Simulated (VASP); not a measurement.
Here is a VASP 6.6.1 calculation.

POSCAR

```
Ag
1.0
    2.9299980804      0.0000000000      0.0000000000
   -1.4649990402      2.5374527707      0.0000000000
    0.0000000000      0.0000000000      5.3288750000
Ag
2
Direct
    0.3333333333      0.6666666667      0.2500000000
    0.6666666667      0.3333333333      0.7500000000
```

File INCAR.step1:

```
  ALGO = Normal
  EDIFF = 1E-4
  ENCUT = 520
  GGA = PE
  ISMEAR = 0
  LASPH = T
  LCHARG = F
  LREAL = F
  LWAVE = T
  NBANDS = 18
  NELM = 60
  PREC = Accurate
  SIGMA = 0.15
```

INCAR.step2

```
  ALGO = Normal
  EDIFF = 1E-6
  ENCUT = 520
  ISIF = 2
  ISMEAR = 0
  ISTART = 1
  LASPH = T
  LCHARG = T
  LELF = T
  LMIXTAU = T
  LREAL = F
  LVHAR = T
  LWAVE = F
  METAGGA = R2SCAN
  NBANDS = 18
  NELM = 60
  PREC = Accurate
  SIGMA = 0.15
```

Contents of KPOINTS:

```
k-points
0
Gamma
  18 18 10
```

Potentials or basis: VASP PAW PBE potentials, release 64 (Ag).

Command:

```sh
$ cat potpaw_PBE.64/Ag/POTCAR > POTCAR
$ cp INCAR.step1 INCAR
$ mpirun -np 1 vasp_std > vasp.out
$ cp INCAR.step2 INCAR
$ mpirun -np 1 vasp_std > vasp.out
```

Q: Predict the pressure.

A: -8.4 GPa.

Q: Predict the band gap on the k mesh.

A: Zero (bands 11 and 12 overlap by 7.94 eV).

Stress tensor (GPa, compression positive):
```
 -6.76   0.00   0.00
  0.00  -6.76   0.00
  0.00   0.00 -11.79
```

Caveat: the cell differs from its parent crystal (strain +0.1125 x Voigt [0, 0, 1, 0, 0, 0]); the cell stands under tension; the PAW data sets were made with another functional, which shifts forces and pressure a little.
